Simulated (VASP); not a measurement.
Set up this calculation in VASP 6.6.1, as the native input.

| Item | Value |
| --- | --- |
| Task | relaxation of cell and atoms |
| Functional | PBE |
| Potentials or basis | VASP PAW PBE potentials, release 64 (Zr_sv) |
| Cutoff | 500 eV |
| k mesh | 16 × 16 × 8 |
| Occupations | gaussian, width 0.05 eV |
| Spin | no spin polarisation |
| Dipole correction | no |
| Further INCAR settings | ALGO = Normal; EDIFF = 1e-07; IBRION = 2; EDIFFG = -0.01; NSW = 80; ISIF = 3 |

The structure of Zr lies in POSCAR:

```
Zr
1.0
    3.2300000000      0.0000000000      0.0000000000
   -1.6150000000      2.7972620542      0.0000000000
    0.0000000000      0.0000000000      5.1453900000
Zr
2
Direct
    0.3333333333      0.6666666667      0.7500000000
    0.6666666667      0.3333333333      0.2500000000
```

One way to write it, as run:

INCAR

```
  PREC = Accurate
  ENCUT = 500
  EDIFF = 1E-7
  ISMEAR = 0
  SIGMA = 0.05
  LREAL = False
  LASPH = True
  NELM = 120
  ALGO = Normal
  ISIF = 3
  LWAVE = False
  LCHARG = False
  GGA = PE
  IBRION = 2
  NSW = 80
  EDIFFG = -0.01
  GGA_COMPAT = False
  NELMIN = 4
```

KPOINTS

```
Automatic mesh
0
Gamma
  16 16 8
```

Potentials or basis: VASP PAW PBE potentials, release 64 (Zr_sv).

Run with:

```sh
$ cat potpaw_PBE.64/Zr_sv/POTCAR > POTCAR
$ mpirun -np 1 vasp_std > vasp.out
```

Results of the run:

- Relaxed volume: 23.40 Å³/atom
- Relaxed cell: a = 3.236 Å, b = 3.236 Å, c = 5.160 Å, α = 90.00°, β = 90.00°, γ = 120.00°
- Space group after relaxing (to 0.1 Å): P6_3/mmc (No. 194)
- Energy gained by relaxing: 0.3 meV/atom
- Ionic steps: 4
- Pressure after relaxing: 0.0 GPa
- Band gap on the k mesh: zero (bands 12 and 13 overlap by 1.22 eV)

Run time: 2.6 min on 1 thread of Intel(R) Xeon(R) Platinum 8259CL CPU @ 2.50GHz (Skylake/Cascade Lake), with other jobs on the host, peak memory 0.22 GiB.
